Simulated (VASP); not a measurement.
# GaAs (I-4m2) in VASP: further runs

Runs on GaAs. Level: PBE. Tasks: single point.

Program: VASP 6.6.1. These are calculated values, not measurements. Logs are shortened: lines on timing, memory, paths and dates and some standing lists are left out, and cuts for length are marked.

## Step 1: The cell of the first run

It takes space group I-4m2 (No. 119, tetragonal). The conventional cell has a = 3.998 Å, b = 3.998 Å, c = 5.484 Å, α = 90.00°, β = 90.00°, γ = 90.00°. Within 3.2 Å of Ga (site symmetry -4m2) lie 4 As at 2.42 Å. Within 3.2 Å of As (site symmetry -4m2) lie 4 Ga at 2.42 Å.

## Step 2: Single point, PBE (strain -0.0300 x Voigt [0, 0, 1, 0, 0, 0])

INCAR

```
ALGO     = Normal         # electronic algorithm
EDIFF    = 1E-7           # SCF threshold, eV
ENCUT    = 520            # plane-wave cutoff, eV
GGA      = PE             # functional
ISIF     = 2              # what is computed and relaxed
ISMEAR   = 0              # smearing method
LASPH    = True           # aspherical terms in the spheres
LCHARG   = False          # write CHGCAR
LREAL    = False          # projectors in reciprocal space
LWAVE    = False          # write WAVECAR
NBANDS   = 16             # bands
NELM     = 60             # most SCF steps
PREC     = Accurate       # precision mode
SIGMA    = 0.05           # smearing width, eV
```

KPOINTS

```
k-points
0
Gamma
  10 10 10
```

POSCAR

```
GaAs
1.0
    0.0000000000      2.8268500000      2.7420445000
    2.8268500000      0.0000000000      2.7420445000
    2.8268500000      2.8268500000      0.0000000000
Ga As
1 1
Direct
    0.0000000000      0.0000000000      0.0000000000
    0.7500000000      0.7500000000      0.7500000000
```

Potentials or basis: VASP PAW PBE potentials, release 64 (Ga_d, As).

Launch:

```console
$ cat potpaw_PBE.64/Ga_d/POTCAR potpaw_PBE.64/As/POTCAR > POTCAR
$ mpirun -np 1 vasp_std > vasp.out
```

OUTCAR:

```text
EDIFF = 1E-7
   ENCUT = 520
   GGA = PE
   ISIF = 2
   ISMEAR = 0
   LASPH = True
   LREAL = False
   NELM = 60
   PREC = Accurate

 ion  position               nearest neighbor table
   1  0.000  0.000  0.000-   2 2.42   2 2.42   2 2.42   2 2.42
   2  0.750  0.750  0.750-   1 2.42   1 2.42   1 2.42   1 2.42

  LATTYP: Found a body centered tetragonal cell.
 ALAT       =     3.9977696088
 C/A-ratio  =     1.3717871555

  Lattice vectors:

 A1 = (   0.0000000000,  -2.8268500000,  -2.7420445000)
 A2 = (   0.0000000000,   2.8268500000,  -2.7420445000)
 A3 = (   2.8268500000,   0.0000000000,   2.7420445000)

Analysis of symmetry for initial positions (statically):
=====================================================================
 Subroutine PRICEL returns:
 Original cell was already a primitive cell.

 Routine SETGRP: Setting up the symmetry group for a
 body centered tetragonal supercell.

 Subroutine GETGRP returns: Found  8 space group operations
 (whereof  8 operations were pure point group operations)
 out of a pool of 16 trial point group operations.

The static configuration has the point symmetry D_2d.

Analysis of symmetry for dynamics (positions and initial velocities):
=====================================================================
 Subroutine PRICEL returns:
 Original cell was already a primitive cell.

 Routine SETGRP: Setting up the symmetry group for a
 body centered tetragonal supercell.

 Subroutine GETGRP returns: Found  8 space group operations
 (whereof  8 operations were pure point group operations)
 out of a pool of 16 trial point group operations.

The dynamic configuration has the point symmetry D_2d.

 Subroutine INISYM returns: Found  8 space group operations
 (whereof  8 operations are pure point group operations),
 and found     1 'primitive' translations

----------------------------------------------------------------------------------------

                                     Primitive cell

  volume of cell :      43.8238

  direct lattice vectors                    reciprocal lattice vectors
     0.000000000  2.826850000  2.742044500    -0.176875321  0.176875321  0.182345691
     2.826850000  0.000000000  2.742044500     0.176875321 -0.176875321  0.182345691
     2.826850000  2.826850000  0.000000000     0.176875321  0.176875321 -0.182345691

  length of vectors
     3.938259636  3.938259636  3.997769609     0.309547588  0.309547588  0.309547588

  position of ions in fractional coordinates (direct lattice)
     0.000000000  0.000000000  0.000000000
     0.750000000  0.750000000  0.750000000

  ion indices of the primitive-cell ions
   primitive index   ion index
                 1           1
                 2           2

----------------------------------------------------------------------------------------

 KPOINTS: k-points

Automatic generation of k-mesh.
 Grid dimensions read from file:
 generate k-points for:   10   10   10

 Generating k-lattice:

  Cartesian coordinates                     Fractional coordinates (reciprocal lattice)
    -0.017687532  0.017687532  0.018234569     0.100000000 -0.000000000  0.000000000
     0.017687532 -0.017687532  0.018234569    -0.000000000  0.100000000  0.000000000
     0.017687532  0.017687532 -0.018234569     0.000000000  0.000000000  0.100000000

  Length of vectors
     0.030954759  0.030954759  0.030954759

  Shift w.r.t. Gamma in fractional coordinates (k-lattice)
     0.000000000  0.000000000  0.000000000

 Subroutine IBZKPT returns following result:
 ===========================================

 Found    102 irreducible k-points:

 Following reciprocal coordinates:
            Coordinates               Weight
  0.000000  0.000000  0.000000      1.000000
  0.100000  0.000000  0.000000      8.000000
  0.200000  0.000000  0.000000      8.000000
  0.300000  0.000000  0.000000      8.000000
  0.400000  0.000000  0.000000      8.000000
  0.500000  0.000000  0.000000      4.000000
[... 16 lines left out ...]
  0.300000  0.300000  0.000000      2.000000
  0.400000  0.300000  0.000000      8.000000
 [... further k-points ...]
   k-points           NKPTS =    102   k-points in BZ     NKDIM =    102   number of bands    NBANDS=     16
   number of dos      NEDOS =    301   number of ions     NIONS =      2
   total plane-waves  NPLWV =  27000
   dimension x,y,z NGX =    30 NGY =   30 NGZ =   30
   dimension x,y,z NGXF=    60 NGYF=   60 NGZF=   60
   ions per type =               1   1
   NGX,Y,Z   is equivalent  to a cutoff of  12.66, 12.66, 12.48 a.u.
   NGXF,Y,Z  is equivalent  to a cutoff of  25.33, 25.33, 24.95 a.u.
 SYSTEM =  unknown system
   PREC   = accura    normal or accurate (medium, high low for compatibility)
   ISTART =      0    job   : 0-new  1-cont  2-samecut
   ICHARG =      2    charge: 1-file 2-atom 10-const
   ISPIN  =      1    spin polarized calculation?
   LNONCOLLINEAR =      F non collinear calculations
   LSORBIT =      F    spin-orbit coupling
   LASPH  =      T    aspherical Exc in radial PAW
   ENCUT  =  520.0 eV  38.22 Ry    6.18 a.u.   7.32  7.32  7.43*2*pi/ulx,y,z
   NELM   =     60;   NELMIN=  2; NELMDL= -5     # of ELM steps
   EDIFF  = 0.1E-06   stopping-criterion for ELM
   LREAL  =      F    real-space projection
   EDIFFG = 0.1E-05   stopping-criterion for IOM
   NSW    =      0    number of steps for IOM
   IBRION =     -1    ionic relax: 0-MD 1-quasi-New 2-CG
   NFREE  =      0    steps in history (QN), initial steepest desc. (CG)
   ISIF   =      2    stress and relaxation
   ISYM   =      2    0-nonsym 1-usesym 2-fastsym
   POTIM  = 0.5000    time-step for ionic-motion
   TEBEG  =    0.0;   TEEND  =   0.0 temperature during run
   PSTRESS=    0.0 pullay stress
   NELECT =      18.0000    total number of electrons
   NUPDOWN=      -1.0000    fix difference up-down
   EMIN   =  10.00;   EMAX   =-10.00  energy-range for DOS
   EFERMI =   0.00;   METHOD = LEGACY
   ISMEAR =     0;   SIGMA  =   0.05  broadening in eV -4-tet -1-fermi 0-gaus
   EFERMI_NEDOS =   21; number of points for ismear=-14 and -15
   IALGO  =     38    algorithm
   IMIX   =      4    mixing-type and parameters
     AMIX     =   0.40;   BMIX     =  1.00
     AMIX_MAG =   1.60;   BMIX_MAG =  1.00
  volume/ion in A,a.u.               =      21.91       147.87
  Fermi-wavevector in a.u.,A,eV,Ry     =   1.216921  2.299647 20.148817  1.480896
  Thomas-Fermi vector in A             =   2.352259
   LORBIT       =      0    0 simple, 1 ext, 2 COOP (PROOUT), +10 PAW based schemes
   GGA     = PE    functional components
   LHFCALC =     F    Hartree Fock is set to
   AEXX    =    0.0000 exact exchange contribution
   IVDW    =     0    specifies the selected vdW correction
   LEPSILON=     F    determine dielectric tensor
   LRPA    =     F    only Hartree local field effects (RPA)
 non-spin polarized calculation
 Gauss-broadening in eV      SIGMA  =   0.05
  energy-cutoff  :      520.00
  volume of cell :       43.82
 maximum number of plane-waves:      1219
 NGX is ok and might be reduce to    30
   NGX = 15   NGY = 15   NGZ = 15

 number of electron      18.0000009 magnetization

 Free energy of the ion-electron system (eV)
  ---------------------------------------------------
  ext. energy  EPLUGINS =         0.00000000
  ---------------------------------------------------
  free energy    TOTEN  =        -8.20640110 eV

  energy without entropy =       -8.20640110  energy(sigma->0) =       -8.20640110

 E-fermi :   4.5810     XC(G=0):  -9.7270

 val. band max:        4.3356619848   @ k =   0.0000   0.0000   0.0000
 cond. band min:       4.9687354662   @ k =   0.0000   0.0000   0.0000
 fundamental gap:      0.6330734814
 Fermi energy:         4.5809904100

 k-point     1 :       0.0000    0.0000    0.0000
  band No.  band energies     occupation
      1     -10.6450      2.00000
      2     -10.6450      2.00000
      3     -10.6374      2.00000
      4     -10.5583      2.00000
      5     -10.5535      2.00000
      6      -8.7246      2.00000
[... 8 lines left out ...]
     15      14.1238      0.00000
     16      14.6858      0.00000

 k-point     2 :       0.1000    0.0000    0.0000
  band No.  band energies     occupation
      1     -10.6535      2.00000
      2     -10.6424      2.00000
      3     -10.6367      2.00000
      4     -10.5585      2.00000
      5     -10.5535      2.00000
      6      -8.6014      2.00000
[... 8 lines left out ...]
     15      13.4968      0.00000
     16      13.9094      0.00000

 k-point     3 :       0.2000    0.0000    0.0000
  band No.  band energies     occupation
      1     -10.6779      2.00000
      2     -10.6360      2.00000
      3     -10.6310      2.00000
      4     -10.5588      2.00000
      5     -10.5530      2.00000
      6      -8.2480      2.00000
[... 8 lines left out ...]
     15      13.1865      0.00000
     16      13.5487      0.00000

 k-point     4 :       0.3000    0.0000    0.0000
  band No.  band energies     occupation
      1     -10.7052      2.00000
      2     -10.6293      2.00000
      3     -10.6245      2.00000
      4     -10.5581      2.00000
      5     -10.5513      2.00000
      6      -7.7174      2.00000
[... 8 lines left out ...]
     15      13.6172      0.00000
     16      13.6932      0.00000
[... 324 lines left out ...]
 k-point    22 :      -0.2000    0.2000    0.0000
  band No.  band energies     occupation
      1     -10.7123      2.00000
      2     -10.6252      2.00000
      3     -10.6184      2.00000
      4     -10.5568      2.00000
      5     -10.5558      2.00000
      6      -7.5509      2.00000
[... 8 lines left out ...]
     15      14.9496      0.00000
     16      15.7279      0.00000

 k-point    23 :       0.3000    0.3000    0.0000
  band No.  band energies     occupation
      1     -10.7307      2.00000
      2     -10.6093      2.00000
      3     -10.6093      2.00000
      4     -10.5781      2.00000
      5     -10.5430      2.00000
      6      -7.3239      2.00000
[... 8 lines left out ...]
     15      15.6506      0.00000
     16      17.1080      0.00000

 k-point    24 :       0.4000    0.3000    0.0000
  band No.  band energies     occupation
      1     -10.7448      2.00000
      2     -10.6038      2.00000
      3     -10.6025      2.00000
      4     -10.5805      2.00000
      5     -10.5414      2.00000
      6      -6.8519      2.00000
[... 8 lines left out ...]
     15      16.5032      0.00000
     16      17.4456      0.00000

 [... further k-points ...]

------------------------ aborting loop because EDIFF is reached ----------------------------------------

  FORCE on cell =-STRESS in cart. coord.  units (eV):
  Direction    XX          YY          ZZ          XY          YZ          ZX
  --------------------------------------------------------------------------------------
  -------------------------------------------------------------------------------------
  Total        1.4758909      1.4758909      1.9352591      0.0000000      0.0000000     -0.0000000
  in kB       53.9578727     53.9578727     70.7521575      0.0000000      0.0000000     -0.0000000
  external PRESSURE =      59.5559676 kB  Pullay stress =       0.0000000 kB

 VOLUME and BASIS-vectors are now :
 -----------------------------------------------------------------------------
  energy-cutoff  :      520.00
  volume of cell :       43.82
      direct lattice vectors                 reciprocal lattice vectors
     0.000000000  2.826850000  2.742044500    -0.176875321  0.176875321  0.182345691
     2.826850000  0.000000000  2.742044500     0.176875321 -0.176875321  0.182345691
     2.826850000  2.826850000  0.000000000     0.176875321  0.176875321 -0.182345691

 POSITION                                       TOTAL-FORCE (eV/Angst)
 -----------------------------------------------------------------------------------
      0.00000      0.00000      0.00000         0.000000      0.000000     -0.000000
      4.24027      4.24027      4.11307        -0.000000     -0.000000      0.000000
 -----------------------------------------------------------------------------------
    total drift:                               -0.000002     -0.000002     -0.000000

  FREE ENERGIE OF THE ION-ELECTRON SYSTEM (eV)
  ---------------------------------------------------
  free  energy   TOTEN  =        -8.2064011029 eV

  energy  without entropy=       -8.2064011029  energy(sigma->0) =       -8.20640110
```

Wall time 71 s (1 thread of Intel Xeon Platinum 8375C at 2.90GHz (Ice Lake), shared host); peak memory 0.22 GiB.

Results:

```yaml
Free_energy: -8.2064 eV
Pressure: 6.0 GPa
Band_gap_on_the_k_mesh: 0.63 eV, direct
```

Stress tensor (GPa, compression positive):
```
5.40 0.00 0.00
0.00 5.40 0.00
0.00 0.00 7.08
```

Levels at points of the mesh, in eV from the valence-band top:
| k point | band 5 | band 6 | band 7 | band 8 | band 9 | band 10 | band 11 | band 12 | band 13 | band 14 |
| --- | --- | --- | --- | --- | --- | --- | --- | --- | --- | --- |
| (0.00, 0.00, 0.00) | -14.89 | -13.06 | -0.17 | -0.17 | 0.00 | 0.63 | 3.57 | 3.66 | 3.66 | 7.57 |
| (0.50, 0.00, 0.00) | -14.88 | -11.20 | -6.92 | -1.43 | -1.18 | 0.96 | 4.42 | 4.66 | 7.68 | 10.49 |
| (0.50, 0.50, 0.00) | -14.87 | -10.34 | -6.95 | -3.04 | -3.04 | 1.16 | 1.33 | 10.30 | 10.30 | 11.29 |
| (0.50, 0.00, 0.50) | -14.88 | -10.46 | -7.14 | -2.84 | -2.82 | 1.36 | 1.62 | 10.15 | 10.33 | 11.04 |

Caveat: the cell differs from its parent crystal (strain -0.0300 x Voigt [0, 0, 1, 0, 0, 0]). A k mesh can miss the band edges.

## Step 3: Single point, PBE (strain -0.0200 x Voigt [0, 0, 1, 0, 0, 0])

INCAR

```
SYSTEM = GaAs
PREC     = Accurate       ! precision mode
ENCUT    = 520            ! plane-wave cutoff, eV
EDIFF    = 1E-6           ! SCF threshold, eV
ISMEAR   = 0              ! smearing method
SIGMA    = 0.05           ! smearing width, eV
LREAL    = .False.        ! projectors in reciprocal space
LASPH    = .True.         ! aspherical terms in the spheres
NELM     = 80             ! most SCF steps
ALGO     = Normal         ! electronic algorithm
ISIF     = 2              ! what is computed and relaxed
LWAVE    = .False.        ! write WAVECAR
LCHARG   = .True.         ! write CHGCAR
GGA      = PE             ! functional
LELF     = .True.         ! ELF
LVHAR    = .True.       
NBANDS   = 16             ! bands
```

KPOINTS

```
Automatic mesh
0
Gamma
  10 10 10
  0 0 0
```

POSCAR

```
GaAs
1.0
    0.0000000000      2.8268500000      2.7703130000
    2.8268500000      0.0000000000      2.7703130000
    2.8268500000      2.8268500000      0.0000000000
Ga As
1 1
Direct
    0.0000000000      0.0000000000      0.0000000000
    0.7500000000      0.7500000000      0.7500000000
```

Potentials or basis: VASP PAW PBE potentials, release 64 (Ga_d, As).

Launch:

```console
$ cat potpaw_PBE.64/Ga_d/POTCAR potpaw_PBE.64/As/POTCAR > POTCAR
$ mpirun -np 1 vasp_std > vasp.out
```

Run time: 63 s. Hardware: 1 thread of Intel Xeon Platinum 8375C at 2.90GHz (Ice Lake), shared host; peak memory 0.22 GiB.

It converged, with:

```
Free energy            : -8.2246 eV
Pressure               : 5.1 GPa
Band gap on the k mesh : 0.60 eV, direct
```

Stress tensor (GPa, compression positive):
```
4.69 0.00 0.00
0.00 4.69 0.00
0.00 0.00 5.83
```

Levels at points of the mesh, in eV from the valence-band top:
```csv
k point,band 6,band 7,band 8,band 9,band 10,band 11,band 12,band 13
"(0.00, 0.00, 0.00)",-12.95,-0.11,-0.11,0.00,0.60,3.62,3.68,3.68
"(0.50, 0.00, 0.00)",-11.12,-6.83,-1.33,-1.17,0.97,4.49,4.65,7.70
"(0.50, 0.50, 0.00)",-10.30,-6.91,-2.92,-2.92,1.27,1.44,10.26,10.26
"(0.50, 0.00, 0.50)",-10.38,-7.03,-2.79,-2.77,1.39,1.63,10.17,10.29
```

Caveat: the cell differs from its parent crystal (strain -0.0200 x Voigt [0, 0, 1, 0, 0, 0]). A k mesh can miss the band edges.

## Step 4: Single point, PBE (strain -0.0100 x Voigt [0, 0, 1, 0, 0, 0])

INCAR

```
SYSTEM = GaAs
PREC = Accurate
ENCUT = 520
EDIFF = 1E-6
ISMEAR = 0
SIGMA = 0.05
LREAL = .False.
LASPH = .True.
NELM = 60
ALGO = Normal
ISIF = 2
LWAVE = .False.
LCHARG = .True.
GGA = PE
LELF = .True.
LVHAR = .True.
NBANDS = 16
```

KPOINTS is that of step 3.

POSCAR

```
GaAs
1.0
    0.0000000000      2.8268500000      2.7985815000
    2.8268500000      0.0000000000      2.7985815000
    2.8268500000      2.8268500000      0.0000000000
Ga As
1 1
Direct
    0.0000000000      0.0000000000      0.0000000000
    0.7500000000      0.7500000000      0.7500000000
```

Launch:

```console
$ cat potpaw_PBE.64/Ga_d/POTCAR potpaw_PBE.64/As/POTCAR > POTCAR
$ mpirun -np 1 vasp_std > vasp.out
```

Run time: 60 s. Hardware: 1 thread of Intel Xeon Platinum 8375C at 2.90GHz (Ice Lake), shared host; peak memory 0.22 GiB.

It converged, with:

| Property | Result |
| --- | --- |
| Free energy | -8.2394 eV |
| Pressure | 4.2 GPa |
| Band gap on the k mesh | 0.56 eV, direct |

Stress tensor (GPa, compression positive):
```
4.05 0.00 0.00
0.00 4.05 0.00
0.00 0.00 4.63
```

Levels at points of the mesh, in eV from the valence-band top:
```csv
k point,band 5,band 6,band 7,band 8,band 9,band 10,band 11,band 12,band 13,band 14
"(0.00, 0.00, 0.00)",-14.78,-12.84,-0.06,-0.06,0.00,0.56,3.68,3.70,3.70,7.58
"(0.50, 0.00, 0.00)",-14.78,-11.04,-6.73,-1.24,-1.15,0.99,4.57,4.64,7.73,10.44
"(0.50, 0.50, 0.00)",-14.77,-10.26,-6.86,-2.80,-2.80,1.36,1.55,10.21,10.21,11.08
"(0.50, 0.00, 0.50)",-14.77,-10.30,-6.92,-2.73,-2.73,1.43,1.64,10.17,10.23,11.00
```

Caveat: the cell differs from its parent crystal (strain -0.0100 x Voigt [0, 0, 1, 0, 0, 0]).

(Part 1 of 2 ends here.)
